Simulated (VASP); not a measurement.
A run of VASP 6.6.1:

INCAR

```
PREC = Accurate ; ENCUT = 600
EDIFF = 1E-7 ; ISMEAR = 0
SIGMA = 0.01 ; LREAL = False
LASPH = True ; NELM = 120
ALGO = Normal ; ISIF = 3
LWAVE = False ; LCHARG = False
GGA = PE ; IBRION = 2
NSW = 80 ; EDIFFG = -0.001
PSTRESS = 110.0 ; GGA_COMPAT = False
NELMIN = 4
```

Contents of KPOINTS:

```
Automatic mesh
0
Gamma
  10 10 10
```

File POSCAR:

```
AlN
1.0
    0.0000000000      2.1835316753      2.1835316753
    2.1835316753      0.0000000000      2.1835316753
    2.1835316753      2.1835316753      0.0000000000
Al N
1 1
Direct
    0.0000000000      0.0000000000      0.0000000000
    0.7500000000      0.7500000000      0.7500000000
```

Potentials or basis: VASP PAW PBE potentials, release 64 (Al, N).

Launch:

```sh
$ cat potpaw_PBE.64/Al/POTCAR potpaw_PBE.64/N/POTCAR > POTCAR
$ mpirun -np 1 vasp_std > vasp.out
```

Hardware: 1 thread of AMD EPYC 9R45 96-Core Processor (Zen 5), on a shared host.

Question: Estimate the wall time of this run.

Answer: It took 22 s on 1 thread of AMD EPYC 9R45 96-Core Processor (Zen 5), with other jobs on the host, peak memory 0.12 GiB. Counts: scf iterations 42, k points 47, ion steps 6.
